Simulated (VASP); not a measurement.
The system is C.

```
C
1.0
     2.12732   -1.22828    0.00000
     2.12732    1.22828    0.00000
    -1.37907    0.00000    3.50283
C
2
Cartesian
  -0.6699 0.0000 3.5025
  3.5455 0.0000 0.0003
```

| Quantity | Value |
| --- | --- |
| Program | VASP 6.6.1 |
| Task | relaxation of cell and atoms |
| Functional | LDA |
| Potentials or basis | VASP PAW LDA potentials, release 64 (C_h) |
| Cutoff | 1300 eV |
| k mesh | 13 × 13 × 8 |
| Occupations | fermi-dirac, width 0.05 eV |
| Spin | no spin polarisation |

At the start: pressure -3.7 GPa; volume 9.15 Å³/atom.

Q: Where does the relaxation end?

A: Over 12 steps the energy falls by 3.0 meV/atom and the volume is 8.63 Å³/atom (-5.7 %); space group R-3m (No. 166, to 0.1 Å) before and after.

Step by step:
```tsv
step	energy change (eV)	largest force (eV/Å)	pressure (GPa)	volume (Å³)
1	0.0000	0.0036	-3.70	18.31
2	0.0109	0.0081	8.08	17.75
3	-0.0025	0.0017	-0.32	18.14
4	-0.0025	0.0017	-0.25	18.13
5	-0.0028	0.0032	-0.24	18.09
6	-0.0037	0.0167	-0.20	17.94
7	-0.0050	0.0437	-0.09	17.65
8	-0.0056	0.0979	0.21	17.08
9	-0.0058	0.0769	0.07	17.30
10	-0.0058	0.1193	-0.07	17.25
11	-0.0059	0.0438	0.00	17.27
12	-0.0059	0.0033	-0.03	17.26
```

Final structure:
```cif
data_structure
_symmetry_space_group_name_H-M 'P 1'
_symmetry_Int_Tables_number 1
_cell_length_a 2.4462
_cell_length_b 2.4462
_cell_length_c 3.6066
_cell_angle_alpha 109.401
_cell_angle_beta 109.401
_cell_angle_gamma 60.007
_cell_volume 17.26
loop_
_atom_site_label
_atom_site_type_symbol
_atom_site_fract_x
_atom_site_fract_y
_atom_site_fract_z
_atom_site_occupancy
C1 C 0.16664 0.16664 0.99987 1
C2 C 0.83336 0.83336 0.00013 1
```
